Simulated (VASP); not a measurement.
# MoS2 in VASP: further runs, part 2 of 2

VASP 6.6.1.

### 6 Single point, LDA

This run uses another cell than the first one, of 50.73 Å³/atom, 1.064 times its volume.

The input, INCAR:

```
PREC = Accurate
ENCUT = 520
EDIFF = 1E-6
ISMEAR = -1
SIGMA = 0.05
LREAL = False
LASPH = True
NELM = 80
ALGO = Normal
ISIF = 2
LWAVE = False
LCHARG = False
GGA = CA
NBANDS = 20
```

The input, KPOINTS:

```
Automatic mesh
0
Gamma
  10 10 2
```

The input, POSCAR:

```
MoS2
1.0
    3.1841260822      0.0000000000      0.0000000000
   -1.5920630411      2.7575340760      0.0000000000
    0.0000000000      0.0000000000     17.3345999500
Mo S
1 2
Direct
    0.0000000000      0.0000000000      0.0000000000
    0.3333333333      0.6666666667      0.9105070200
    0.3333333333      0.6666666667      0.0894929800
```

Potentials or basis: VASP PAW LDA potentials, release 64 (Mo_sv, S).

On the command line:

```sh
$ cat potpaw_LDA.64/Mo_sv/POTCAR potpaw_LDA.64/S/POTCAR > POTCAR
$ mpirun -np 1 vasp_std > vasp.out
```

OUTCAR:

```text
PREC = Accurate
   ENCUT = 520
   EDIFF = 1E-6
   ISMEAR = -1
   LREAL = False
   LASPH = True
   NELM = 80
   ISIF = 2
   GGA = CA

 ion  position               nearest neighbor table
   1  0.000  0.000  0.000-   2 2.41   3 2.41   2 2.41   3 2.41   2 2.41   3 2.41
   2  0.333  0.667  0.911-   1 2.41   1 2.41   1 2.41
   3  0.333  0.667  0.089-   1 2.41   1 2.41   1 2.41

  LATTYP: Found a hexagonal cell.
 ALAT       =     3.1841260822
 C/A-ratio  =     5.4440683260

  Lattice vectors:

 A1 = (   3.1841260822,   0.0000000000,   0.0000000000)
 A2 = (  -1.5920630411,   2.7575340760,   0.0000000000)
 A3 = (   0.0000000000,   0.0000000000,  17.3345999500)

Analysis of symmetry for initial positions (statically):
=====================================================================
 Subroutine PRICEL returns:
 Original cell was already a primitive cell.

 Routine SETGRP: Setting up the symmetry group for a
 hexagonal supercell.

 Subroutine GETGRP returns: Found 12 space group operations
 (whereof 12 operations were pure point group operations)
 out of a pool of 24 trial point group operations.

The static configuration has the point symmetry D_3h.

Analysis of symmetry for dynamics (positions and initial velocities):
=====================================================================
 Subroutine PRICEL returns:
 Original cell was already a primitive cell.

 Routine SETGRP: Setting up the symmetry group for a
 hexagonal supercell.

 Subroutine GETGRP returns: Found 12 space group operations
 (whereof 12 operations were pure point group operations)
 out of a pool of 24 trial point group operations.

The dynamic configuration has the point symmetry D_3h.

 Subroutine INISYM returns: Found 12 space group operations
 (whereof 12 operations are pure point group operations),
 and found     1 'primitive' translations
[... 105 lines left out ...]
   POTIM  = 0.5000    time-step for ionic-motion
   TEBEG  =    0.0;   TEEND  =   0.0 temperature during run
   PSTRESS=    0.0 pullay stress
   NELECT =      26.0000    total number of electrons
   NUPDOWN=      -1.0000    fix difference up-down
   EMIN   =  10.00;   EMAX   =-10.00  energy-range for DOS
   EFERMI =   0.00;   METHOD = LEGACY
   ISMEAR =    -1;   SIGMA  =   0.05  broadening in eV -4-tet -1-fermi 0-gaus
   EFERMI_NEDOS =   21; number of points for ismear=-14 and -15
   IALGO  =     38    algorithm
   IMIX   =      4    mixing-type and parameters
     AMIX     =   0.40;   BMIX     =  1.00
     AMIX_MAG =   1.60;   BMIX_MAG =  1.00
  volume/ion in A,a.u.               =      50.73       342.37
  Fermi-wavevector in a.u.,A,eV,Ry     =   0.908359  1.716550 11.226391  0.825116
  Thomas-Fermi vector in A             =   2.032276
   LORBIT       =      0    0 simple, 1 ext, 2 COOP (PROOUT), +10 PAW based schemes
   GGA     = CA    functional components
   LHFCALC =     F    Hartree Fock is set to
   AEXX    =    0.0000 exact exchange contribution
   IVDW    =     0    specifies the selected vdW correction
   LEPSILON=     F    determine dielectric tensor
   LRPA    =     F    only Hartree local field effects (RPA)
 non-spin polarized calculation
  energy-cutoff  :      520.00
  volume of cell :      152.20
 maximum number of plane-waves:      4124
 NGX is ok and might be reduce to    24
   NGX = 11   NGY = 11   NGZ = 65

 number of electron      25.9999999 magnetization

 Free energy of the ion-electron system (eV)
  ---------------------------------------------------
  ext. energy  EPLUGINS =         0.00000000
  ---------------------------------------------------
  free energy    TOTEN  =       -24.32284679 eV

  energy without entropy =      -24.32284678  energy(sigma->0) =      -24.32284679

 E-fermi :  -0.7687     XC(G=0):  -4.4949

 val. band max:       -1.6149849133   @ k =   0.0000   0.0000   0.0000
 cond. band min:       0.1253181555   @ k =   0.3000   0.3000   0.0000
 fundamental gap:      1.7403030688
 Fermi energy:        -0.7686504254

 k-point     1 :       0.0000    0.0000    0.0000
  band No.  band energies     occupation
      1     -62.1439      2.00000
      2     -36.4882      2.00000
      3     -36.2710      2.00000
      4     -36.2710      2.00000
      5     -15.6726      2.00000
      6     -14.3163      2.00000
[... 541 lines left out ...]
     19       6.7516      0.00000
     20       6.8677      0.00000

 [... further k-points ...]
[... 5 lines left out ...]
  --------------------------------------------------------------------------------------
  -------------------------------------------------------------------------------------
  Total       -2.2451096     -2.2451096     -1.1967227      0.0000000      0.0000000     -0.0000000
  in kB      -23.6332342    -23.6332342    -12.5973483      0.0000000      0.0000000     -0.0000000
  external PRESSURE =     -19.9546056 kB  Pullay stress =       0.0000000 kB

 VOLUME and BASIS-vectors are now :
 -----------------------------------------------------------------------------
  energy-cutoff  :      520.00
  volume of cell :      152.20
      direct lattice vectors                 reciprocal lattice vectors
     3.184126082  0.000000000  0.000000000     0.314057915  0.181321422  0.000000000
    -1.592063041  2.757534076  0.000000000     0.000000000  0.362642844  0.000000000
     0.000000000  0.000000000 17.334599950     0.000000000  0.000000000  0.057688092

 POSITION                                       TOTAL-FORCE (eV/Angst)
 -----------------------------------------------------------------------------------
      0.00000      0.00000      0.00000        -0.000000     -0.000000      0.000000
     -0.00000      1.83836     15.78327         0.000000      0.000000      0.377564
     -0.00000      1.83836      1.55133         0.000000      0.000000     -0.377564
 -----------------------------------------------------------------------------------
    total drift:                                0.000000     -0.000000     -0.000000

  FREE ENERGIE OF THE ION-ELECTRON SYSTEM (eV)
  ---------------------------------------------------
  free  energy   TOTEN  =       -24.3228467873 eV

  energy  without entropy=      -24.3228467833  energy(sigma->0) =      -24.32284679
```

stdout:

```text
POSCAR found type information on POSCAR MoS
 POSCAR found :  2 types and       3 ions
 scaLAPACK will be used
 LDA part: xc-table for (Slater(with rela. corr.)+CA(PZ))
 , standard interpolation
 POSCAR, INCAR and KPOINTS ok, starting setup
 FFT: planning ... GRIDC
 FFT: planning ... GRID_SOFT
 FFT: planning ... GRID
 WAVECAR not read
 entering main loop
```

Run time: 93 s. Hardware: 1 thread of Intel Xeon Platinum 8488C (Sapphire Rapids), shared host; peak memory 0.25 GiB.

What came out:

```
Free energy            : -24.3228 eV
Largest force          : 0.378 eV/Å
Band gap on the k mesh : 1.74 eV, indirect (least direct gap 1.93 eV)
```

Forces in eV/Å, atoms in the order of the input:
```
Mo   0.000  0.000  0.000
S    0.000  0.000  0.378
S    0.000  0.000 -0.378
```

### 7 The runs side by side

| cell | gap on the mesh (eV) | largest force (eV/Å) |
| --- | --- | --- |
| a = 3.119, b = 3.119, c = 16.981 Å, angles 90.0, 90.0, 120.0°, 3 atoms | 1.91 | 0.71 |
| a = 3.141, b = 3.141, c = 17.100 Å, angles 90.0, 90.0, 120.0°, 3 atoms | 1.85 | 0.32 |
| a = 3.163, b = 3.163, c = 17.218 Å, angles 90.0, 90.0, 120.0°, 3 atoms | 1.80 | 0.04 |
| a = 3.226, b = 3.226, c = 17.563 Å, angles 90.0, 90.0, 120.0°, 3 atoms | 1.64 | 0.97 |
| a = 3.184, b = 3.184, c = 17.335 Å, angles 90.0, 90.0, 120.0°, 3 atoms | 1.74 | 0.38 |

Alike in all rows: task single point; level LDA; potentials or basis VASP PAW LDA potentials, release 64 (Mo_sv, S); no spin polarisation; k mesh 10 × 10 × 2; cutoff (eV) 520; smearing fermi-dirac 0.05 eV.

Absolute energies hang on the potentials; compare differences alone.
